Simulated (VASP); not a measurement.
**BAs: relaxation of cell and atoms with PBEsol**

The system is BAs.

```
CELL_PARAMETERS angstrom
0.00000 2.38850 2.38850
2.38850 0.00000 2.38850
2.38850 2.38850 0.00000
ATOMIC_POSITIONS crystal
B 0.00000 0.00000 0.00000
As 0.25000 0.25000 0.25000
```

| Property | Result |
| --- | --- |
| Program | VASP 6.6.1 |
| Task | relaxation of cell and atoms |
| Functional | PBEsol |
| Potentials or basis | VASP PAW PBE potentials, release 64 (B, As) |
| Cutoff | 600 eV |
| k mesh | 7 × 7 × 7 |
| Occupations | gaussian, width 0.01 eV |
| Spin | no spin polarisation |
| Dipole correction | no |
| Further INCAR settings | ALGO = Normal; EDIFF = 1e-07; IBRION = 2; EDIFFG = -0.01; NSW = 100; ISIF = 3 |

| Quantity | Value |
| --- | --- |
| Pressure after relaxing | 0.1 GPa |
| Band gap on the k mesh | 1.09 eV, indirect (least direct gap 3.24 eV) |

Final structure:
```cif
data_structure
_symmetry_space_group_name_H-M 'P 1'
_symmetry_Int_Tables_number 1
_cell_length_a 3.3778
_cell_length_b 3.3778
_cell_length_c 3.3778
_cell_angle_alpha 60.000
_cell_angle_beta 60.000
_cell_angle_gamma 60.000
_cell_volume 27.25
loop_
_atom_site_label
_atom_site_type_symbol
_atom_site_fract_x
_atom_site_fract_y
_atom_site_fract_z
_atom_site_occupancy
B1 B 0.00000 0.00000 0.00000 1
As1 As 0.25000 0.25000 0.25000 1
```

Levels at points of the mesh, in eV from the valence-band top:
| k point | band 2 | band 3 | band 4 | band 5 | band 6 | band 7 |
| --- | --- | --- | --- | --- | --- | --- |
| (0.00, 0.00, 0.00) | 0.00 | 0.00 | 0.00 | 3.24 | 3.24 | 3.24 |

It took 7.7 s on 1 thread of AMD EPYC 9R45 (Zen 5), on a shared host, peak memory 0.12 GiB.

Caveat: the relaxation stopped at its first step, so nothing moved; the PAW data sets were made with another functional, which shifts forces and pressure a little. A hybrid or GW would open this gap; PBEsol tends to underestimate it.
